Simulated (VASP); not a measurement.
# P (Cmce) in VASP: notebook

P is run at these levels: RPBE; tasks: single point.

All numbers are computed with VASP 6.6.1; they aren't measurements. Logs are shortened: lines on timing, memory, paths and dates and some standing lists are left out, and cuts for length are marked.

## 1. The cell of the first run

The structure is orthorhombic, space group Cmce (No. 64). Conventional cell: a = 3.415 Å, b = 14.769 Å, c = 4.873 Å, α = 90.00°, β = 90.00°, γ = 90.00°. Within 3.0 Å of P (site symmetry m) lie 3 P at 2.30 to 2.33 Å.

## 2. Single point, RPBE (30.72 Å³/atom)

Contents of INCAR:

```
ALGO = Normal
EDIFF = 1E-7
ENCUT = 520
GGA = RP
ISIF = 2
ISMEAR = -1
LASPH = T
LCHARG = F
LREAL = F
LWAVE = F
NBANDS = 18
NELM = 80
PREC = Accurate
SIGMA = 0.05
```

Contents of KPOINTS:

```
k-points
0
Gamma
  9 9 6
```

Contents of POSCAR:

```
P
1.0
    1.7074300670     -7.3842770952      0.0000000000
    1.7074300670      7.3842770952      0.0000000000
    0.0000000000      0.0000000000      4.8732588359
P
4
Direct
    0.0728398213      0.9271601787      0.9074116460
    0.5728398213      0.4271601787      0.5925883540
    0.9271601787      0.0728398213      0.0925883540
    0.4271601787      0.5728398213      0.4074116460
```

Potentials or basis: VASP PAW PBE potentials, release 64 (P).

Started as:

```sh
$ cat potpaw_PBE.64/P/POTCAR > POTCAR
$ mpirun -np 1 vasp_std > vasp.out
```

OUTCAR:

```text
EDIFF = 1E-7
   ENCUT = 520
   GGA = RP
   ISIF = 2
   ISMEAR = -1
   LASPH = T
   LREAL = F
   NELM = 80
   PREC = Accurate

 ion  position               nearest neighbor table
   1  0.073  0.927  0.907-   2 2.30   2 2.30   3 2.33
   2  0.573  0.427  0.593-   1 2.30   1 2.30   4 2.33
   3  0.927  0.073  0.093-   4 2.30   4 2.30   1 2.33
   4  0.427  0.573  0.407-   3 2.30   3 2.30   2 2.33

  LATTYP: Found a base centered orthorhombic cell.
 ALAT       =     3.4148601340
 B/A-ratio  =     4.3247903606
 C/A-ratio  =     1.4270742123

  Lattice vectors:

 A1 = (   1.7074300670,  -7.3842770952,   0.0000000000)
 A2 = (   1.7074300670,   7.3842770952,   0.0000000000)
 A3 = (   0.0000000000,   0.0000000000,   4.8732588359)

Analysis of symmetry for initial positions (statically):
=====================================================================
 Subroutine PRICEL returns:
 Original cell was already a primitive cell.

 Routine SETGRP: Setting up the symmetry group for a
 base centered orthorhombic supercell.

 Subroutine GETGRP returns: Found  8 space group operations
 (whereof  4 operations were pure point group operations)
 out of a pool of  8 trial point group operations.

The static configuration has the point symmetry C_2h.
 The point group associated with its full space group is D_2h.

Analysis of symmetry for dynamics (positions and initial velocities):
=====================================================================
 Subroutine PRICEL returns:
 Original cell was already a primitive cell.

 Routine SETGRP: Setting up the symmetry group for a
 base centered orthorhombic supercell.

 Subroutine GETGRP returns: Found  8 space group operations
 (whereof  4 operations were pure point group operations)
 out of a pool of  8 trial point group operations.

The dynamic configuration has the point symmetry C_2h.
 The point group associated with its full space group is D_2h.

 Subroutine INISYM returns: Found  8 space group operations
 (whereof  4 operations are pure point group operations),
 and found     1 'primitive' translations

----------------------------------------------------------------------------------------

                                     Primitive cell

  volume of cell :     122.8854

  direct lattice vectors                    reciprocal lattice vectors
     1.707430067 -7.384277095  0.000000000     0.292837762 -0.067711435  0.000000000
     1.707430067  7.384277095  0.000000000     0.292837762  0.067711435  0.000000000
     0.000000000  0.000000000  4.873258836     0.000000000  0.000000000  0.205201495

  length of vectors
     7.579107180  7.579107180  4.873258836     0.300564125  0.300564125  0.205201495

  position of ions in fractional coordinates (direct lattice)
     0.072839821  0.927160179  0.907411646
     0.572839821  0.427160179  0.592588354
     0.927160179  0.072839821  0.092588354
     0.427160179  0.572839821  0.407411646

  ion indices of the primitive-cell ions
   primitive index   ion index
                 1           1
                 2           2
                 3           3
                 4           4

----------------------------------------------------------------------------------------

 KPOINTS: k-points

Automatic generation of k-mesh.
 Grid dimensions read from file:
 generate k-points for:    9    9    6

 Generating k-lattice:

  Cartesian coordinates                     Fractional coordinates (reciprocal lattice)
     0.032537529 -0.007523493  0.000000000     0.111111111 -0.000000000  0.000000000
     0.032537529  0.007523493  0.000000000    -0.000000000  0.111111111  0.000000000
     0.000000000  0.000000000  0.034200249     0.000000000  0.000000000  0.166666667

  Length of vectors
     0.033396014  0.033396014  0.034200249

  Shift w.r.t. Gamma in fractional coordinates (k-lattice)
     0.000000000  0.000000000  0.000000000

 Subroutine IBZKPT returns following result:
 ===========================================

 Found    100 irreducible k-points:

 Following reciprocal coordinates:
            Coordinates               Weight
  0.000000  0.000000  0.000000      1.000000
  0.111111  0.000000  0.000000      4.000000
  0.222222  0.000000  0.000000      4.000000
  0.333333  0.000000  0.000000      4.000000
  0.444444  0.000000  0.000000      4.000000
  0.111111  0.111111  0.000000      2.000000
[... 16 lines left out ...]
 -0.333333  0.333333  0.000000      2.000000
  0.444444  0.444444  0.000000      2.000000
 [... further k-points ...]
   k-points           NKPTS =    100   k-points in BZ     NKDIM =    100   number of bands    NBANDS=     18
   number of dos      NEDOS =    301   number of ions     NIONS =      4
   total plane-waves  NPLWV = 112896
   dimension x,y,z NGX =    56 NGY =   56 NGZ =   36
   dimension x,y,z NGXF=   112 NGYF=  112 NGZF=   72
   ions per type =               4
   NGX,Y,Z   is equivalent  to a cutoff of  12.28, 12.28, 12.28 a.u.
   NGXF,Y,Z  is equivalent  to a cutoff of  24.57, 24.57, 24.56 a.u.
 SYSTEM =  unknown system
   PREC   = accura    normal or accurate (medium, high low for compatibility)
   ISTART =      0    job   : 0-new  1-cont  2-samecut
   ICHARG =      2    charge: 1-file 2-atom 10-const
   ISPIN  =      1    spin polarized calculation?
   LNONCOLLINEAR =      F non collinear calculations
   LSORBIT =      F    spin-orbit coupling
   LASPH  =      T    aspherical Exc in radial PAW
   ENCUT  =  520.0 eV  38.22 Ry    6.18 a.u.  14.09 14.09  9.06*2*pi/ulx,y,z
   NELM   =     80;   NELMIN=  2; NELMDL= -5     # of ELM steps
   EDIFF  = 0.1E-06   stopping-criterion for ELM
   LREAL  =      F    real-space projection
   EDIFFG = 0.1E-05   stopping-criterion for IOM
   NSW    =      0    number of steps for IOM
   IBRION =     -1    ionic relax: 0-MD 1-quasi-New 2-CG
   NFREE  =      0    steps in history (QN), initial steepest desc. (CG)
   ISIF   =      2    stress and relaxation
   ISYM   =      2    0-nonsym 1-usesym 2-fastsym
   POTIM  = 0.5000    time-step for ionic-motion
   TEBEG  =    0.0;   TEEND  =   0.0 temperature during run
   PSTRESS=    0.0 pullay stress
   NELECT =      20.0000    total number of electrons
   NUPDOWN=      -1.0000    fix difference up-down
   EMIN   =  10.00;   EMAX   =-10.00  energy-range for DOS
   EFERMI =   0.00;   METHOD = LEGACY
   ISMEAR =    -1;   SIGMA  =   0.05  broadening in eV -4-tet -1-fermi 0-gaus
   EFERMI_NEDOS =   21; number of points for ismear=-14 and -15
   IALGO  =     38    algorithm
   IMIX   =      4    mixing-type and parameters
     AMIX     =   0.40;   BMIX     =  1.00
     AMIX_MAG =   1.60;   BMIX_MAG =  1.00
  volume/ion in A,a.u.               =      30.72       207.32
  Fermi-wavevector in a.u.,A,eV,Ry     =   0.893823  1.689080 10.869953  0.798919
  Thomas-Fermi vector in A             =   2.015949
   LORBIT       =      0    0 simple, 1 ext, 2 COOP (PROOUT), +10 PAW based schemes
   GGA     = RP    functional components
   LHFCALC =     F    Hartree Fock is set to
   AEXX    =    0.0000 exact exchange contribution
   IVDW    =     0    specifies the selected vdW correction
   LEPSILON=     F    determine dielectric tensor
   LRPA    =     F    only Hartree local field effects (RPA)
 non-spin polarized calculation
  energy-cutoff  :      520.00
  volume of cell :      122.89
 maximum number of plane-waves:      3338
   NGX = 29   NGY = 29   NGZ = 19

 number of electron      20.0000001 magnetization

 Free energy of the ion-electron system (eV)
  ---------------------------------------------------
  ext. energy  EPLUGINS =         0.00000000
  ---------------------------------------------------
  free energy    TOTEN  =       -20.23717864 eV

  energy without entropy =      -20.23717738  energy(sigma->0) =      -20.23717801

 E-fermi :   2.3460     XC(G=0):  -7.1533

 val. band max:        1.8290386384   @ k =  -0.4444   0.4444   0.0000
 cond. band min:       2.8187251192   @ k =  -0.4444   0.4444   0.0000
 fundamental gap:      0.9896864808
 Fermi energy:         2.3460094471

 k-point     1 :       0.0000    0.0000    0.0000
  band No.  band energies     occupation
      1     -12.2631      2.00000
      2     -10.0944      2.00000
      3      -7.1699      2.00000
      4      -3.2924      2.00000
      5      -3.1499      2.00000
      6      -2.0073      2.00000
[... 10 lines left out ...]
     17       7.8135      0.00000
     18       8.4542      0.00000

 k-point     2 :       0.1111    0.0000    0.0000
  band No.  band energies     occupation
      1     -12.1293      2.00000
      2      -9.9532      2.00000
      3      -7.2317      2.00000
      4      -3.3036      2.00000
      5      -3.1937      2.00000
      6      -1.8985      2.00000
[... 10 lines left out ...]
     17       7.3386      0.00000
     18       8.6998      0.00000

 k-point     3 :       0.2222    0.0000    0.0000
  band No.  band energies     occupation
      1     -11.7321      2.00000
      2      -9.5314      2.00000
      3      -7.5278      2.00000
      4      -4.0439      2.00000
      5      -2.9262      2.00000
      6      -2.8195      2.00000
[... 10 lines left out ...]
     17       7.5368      0.00000
     18       7.6441      0.00000

 k-point     4 :       0.3333    0.0000    0.0000
  band No.  band energies     occupation
      1     -11.0860      2.00000
      2      -8.8354      2.00000
      3      -8.2303      2.00000
      4      -5.3379      2.00000
      5      -3.1802      2.00000
      6      -2.6192      2.00000
[... 10 lines left out ...]
     17       8.0488      0.00000
     18       8.6857      0.00000

 k-point     5 :       0.4444    0.0000    0.0000
  band No.  band energies     occupation
      1     -10.2239      2.00000
      2      -9.2183      2.00000
      3      -7.8785      2.00000
      4      -6.6890      2.00000
      5      -2.9600      2.00000
      6      -2.6024      2.00000
[... 10 lines left out ...]
     17       8.5305      0.00000
     18       8.5707      0.00000

 k-point     6 :       0.1111    0.1111    0.0000
  band No.  band energies     occupation
      1     -11.7324      2.00000
      2      -9.5304      2.00000
      3      -7.5279      2.00000
      4      -4.0438      2.00000
      5      -2.9314      2.00000
      6      -2.8194      2.00000
[... 10 lines left out ...]
     17       7.6396      0.00000
     18       7.6537      0.00000

 k-point     7 :       0.2222    0.1111    0.0000
  band No.  band energies     occupation
      1     -11.0866      2.00000
      2      -8.8336      2.00000
      3      -8.2301      2.00000
      4      -5.3391      2.00000
      5      -3.1799      2.00000
      6      -2.6259      2.00000
[... 10 lines left out ...]
     17       8.1511      0.00000
     18       8.7120      0.00000

 k-point     8 :       0.3333    0.1111    0.0000
  band No.  band energies     occupation
      1     -10.2247      2.00000
      2      -9.2177      2.00000
      3      -7.8761      2.00000
      4      -6.6912      2.00000
      5      -2.9591      2.00000
      6      -2.6058      2.00000
[... 10 lines left out ...]
     17       8.4937      0.00000
     18       8.6275      0.00000
[... 229 lines left out ...]
     17       7.7302      0.00000
     18       8.6256      0.00000

 k-point    20 :       0.3333    0.3333    0.0000
  band No.  band energies     occupation
      1     -11.0839      2.00000
      2      -8.8418      2.00000
      3      -8.2310      2.00000
      4      -5.3337      2.00000
      5      -3.1811      2.00000
      6      -2.5959      2.00000
[... 10 lines left out ...]
     17       7.9106      0.00000
     18       8.5338      0.00000

 k-point    21 :       0.4444    0.3333    0.0000
  band No.  band energies     occupation
      1     -11.7295      2.00000
      2      -9.5388      2.00000
      3      -7.5274      2.00000
      4      -4.0443      2.00000
      5      -2.8871      2.00000
      6      -2.8208      2.00000
[... 10 lines left out ...]
     17       7.1722      0.00000
     18       7.6763      0.00000

 k-point    22 :      -0.4444    0.3333    0.0000
  band No.  band energies     occupation
      1     -12.1266      2.00000
      2      -9.9607      2.00000
      3      -7.2304      2.00000
      4      -3.3137      2.00000
      5      -3.1491      2.00000
      6      -1.9541      2.00000
[... 10 lines left out ...]
     17       7.2990      0.00000
     18       8.7240      0.00000

 k-point    23 :      -0.3333    0.3333    0.0000
  band No.  band energies     occupation
      1     -12.2607      2.00000
      2     -10.1010      2.00000
      3      -7.1685      2.00000
      4      -3.2521      2.00000
      5      -3.1622      2.00000
      6      -2.0573      2.00000
[... 10 lines left out ...]
     17       7.6599      0.00000
     18       8.4878      0.00000

 k-point    24 :       0.4444    0.4444    0.0000
  band No.  band energies     occupation
      1     -12.1263      2.00000
      2      -9.9617      2.00000
      3      -7.2302      2.00000
      4      -3.3151      2.00000
      5      -3.1427      2.00000
      6      -1.9619      2.00000
[... 10 lines left out ...]
     17       7.2925      0.00000
     18       8.7270      0.00000

 [... further k-points ...]

------------------------ aborting loop because EDIFF is reached ----------------------------------------

  FORCE on cell =-STRESS in cart. coord.  units (eV):
  Direction    XX          YY          ZZ          XY          YZ          ZX
  --------------------------------------------------------------------------------------
  -------------------------------------------------------------------------------------
  Total       -3.4721566     -1.9300646     -2.6940493      0.0000000      0.0000000      0.0000000
  in kB      -45.2698971    -25.1641370    -35.1249523      0.0000000      0.0000000      0.0000000
  external PRESSURE =     -35.1863288 kB  Pullay stress =       0.0000000 kB

 VOLUME and BASIS-vectors are now :
 -----------------------------------------------------------------------------
  energy-cutoff  :      520.00
  volume of cell :      122.89
      direct lattice vectors                 reciprocal lattice vectors
     1.707430067 -7.384277095  0.000000000     0.292837762 -0.067711435  0.000000000
     1.707430067  7.384277095  0.000000000     0.292837762  0.067711435  0.000000000
     0.000000000  0.000000000  4.873258836     0.000000000  0.000000000  0.205201495

 POSITION                                       TOTAL-FORCE (eV/Angst)
 -----------------------------------------------------------------------------------
      1.70743      6.30854      4.42205         0.000000      0.447006     -0.406865
      1.70743     -1.07574      2.88784         0.000000      0.447006      0.406865
      1.70743     -6.30854      0.45121         0.000000     -0.447006      0.406865
      1.70743      1.07574      1.98542         0.000000     -0.447006     -0.406865
 -----------------------------------------------------------------------------------
    total drift:                               -0.000000      0.000000     -0.000000

  FREE ENERGIE OF THE ION-ELECTRON SYSTEM (eV)
  ---------------------------------------------------
  free  energy   TOTEN  =       -20.2371786355 eV

  energy  without entropy=      -20.2371773820  energy(sigma->0) =      -20.23717801
```

It took 4.7 min on 1 thread of Intel Xeon Platinum 8259CL at 2.50GHz (Skylake/Cascade Lake), shared host; peak memory 0.4 GiB.

Results:

- Free energy: -20.2372 eV
- Pressure: -3.5 GPa
- Largest force: 0.604 eV/Å
- Band gap on the k mesh: 0.99 eV

Forces on the atoms (eV/Å):
```
P    0.000  0.447 -0.407
P    0.000  0.447  0.407
P    0.000 -0.447  0.407
P    0.000 -0.447 -0.407
```

Stress tensor (GPa, compression positive):
```
-4.53  0.00  0.00
 0.00 -2.52  0.00
 0.00  0.00 -3.51
```

Levels at points of the mesh, in eV from the valence-band top:
```
           k point  band 7  band 8  band 9  band 10  band 11  band 12  band 13  band 14
(0.00, 0.00, 0.00)   -3.03   -1.65   -1.39    -0.08     1.25     1.73     2.38     2.98
(0.00, 0.00, 0.50)   -2.36   -2.36   -1.29    -1.29     1.88     1.88     3.51     3.51
```

Caveat: the cell stands under tension; the PAW data sets were made with another functional, which shifts forces and pressure a little; an odd mesh through Γ misses points on the zone boundary, where band edges can lie.

## 3. Single point, RPBE (31.86 Å³/atom)

This run uses another cell than the first one, of 31.86 Å³/atom.

Contents of INCAR:

```
SYSTEM = P
PREC = Accurate
ENCUT = 520
EDIFF = 1E-6
ISMEAR = -1
SIGMA = 0.05
LREAL = .False.
LASPH = .True.
NELM = 60
ALGO = Normal
ISIF = 2
LWAVE = .False.
LCHARG = .False.
GGA = RP
NBANDS = 18
```

Contents of KPOINTS:

```
Automatic mesh
0
Gamma
  9 9 6
  0 0 0
```

Contents of POSCAR:

```
P
1.0
    1.7282544372     -7.4743381308      0.0000000000
    1.7282544372      7.4743381308      0.0000000000
    0.0000000000      0.0000000000      4.9326946794
P
4
Direct
    0.0728398213      0.9271601787      0.9074116460
    0.5728398213      0.4271601787      0.5925883540
    0.9271601787      0.0728398213      0.0925883540
    0.4271601787      0.5728398213      0.4074116460
```

Potentials or basis: VASP PAW PBE potentials, release 64 (P).

Started as:

```sh
$ cat potpaw_PBE.64/P/POTCAR > POTCAR
$ mpirun -np 1 vasp_std > vasp.out
```

It took 5.2 min on 1 thread of Intel Xeon Platinum 8259CL at 2.50GHz (Skylake/Cascade Lake), shared host; peak memory 0.45 GiB.

Results (log left out):

- Free energy: -20.1212 eV
- Pressure: -4.6 GPa
- Largest force: 0.820 eV/Å
- Band gap on the k mesh: 1.02 eV

Forces in eV/Å, atoms in the order of the input:
```
P    0.000  0.613 -0.545
P    0.000  0.613  0.545
P    0.000 -0.613  0.545
P    0.000 -0.613 -0.545
```

Stress tensor (GPa, compression positive):
```
-5.90  0.00  0.00
 0.00 -3.38  0.00
 0.00  0.00 -4.64
```

Levels at points of the mesh, in eV from the valence-band top:
```csv
k point,band 7,band 8,band 9,band 10,band 11,band 12,band 13,band 14
"(0.00, 0.00, 0.00)",-2.92,-1.59,-1.29,-0.07,1.27,1.77,2.31,2.92
"(0.00, 0.00, 0.50)",-2.27,-2.27,-1.24,-1.24,1.81,1.81,3.45,3.45
```

Caveat: the cell stands under tension; the PAW data sets were made with another functional, which shifts forces and pressure a little; an odd mesh through Γ misses points on the zone boundary, where band edges can lie.
